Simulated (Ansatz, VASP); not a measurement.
**Two plane-wave programs on LiF**

```
Li F
1.0
     3.17973    0.00000    0.00000
    -1.58986    2.75372    0.00000
     0.00000    0.00000    4.77245
Li F
2 2
Direct
  0.33333 0.66667 0.38398
  0.66667 0.33333 0.88398
  0.33333 0.66667 0.99102
  0.66667 0.33333 0.49102
```

Alike in both runs: task single point; functional LDA; k mesh 9 × 9 × 6; occupations gaussian, width 0.05 eV; no spin polarisation.

|  | VASP | Ansatz |
| --- | --- | --- |
| version | VASP 6.6.1 | Ansatz 0.2.0 |
| potentials or method | VASP PAW LDA potentials, release 64 (Li_sv, F), cutoff 520 eV | scalar-relativistic, plane waves, PAW |
| valence electrons in the cell | 20 | 20 |

VASP gave:

```
gap on the k mesh at the Fermi level (eV) : 7.16
least direct gap on the mesh (eV)         : 7.16
rms of the force components (eV/Å)        : 0.023
```

Which values does Ansatz return?

gap on the k mesh at the Fermi level (eV): 7.18; least direct gap on the mesh (eV): 7.18; rms of the force components (eV/Å): 0.021.

LDA's correlation is that of Perdew and Zunger in VASP and of Perdew and Wang (1992) in Ansatz. Atom by atom the forces differ by 0.002 eV/Å (rms over components).

Noted on VASP's run: the cutoff is short for stress, so the pressure is rough.
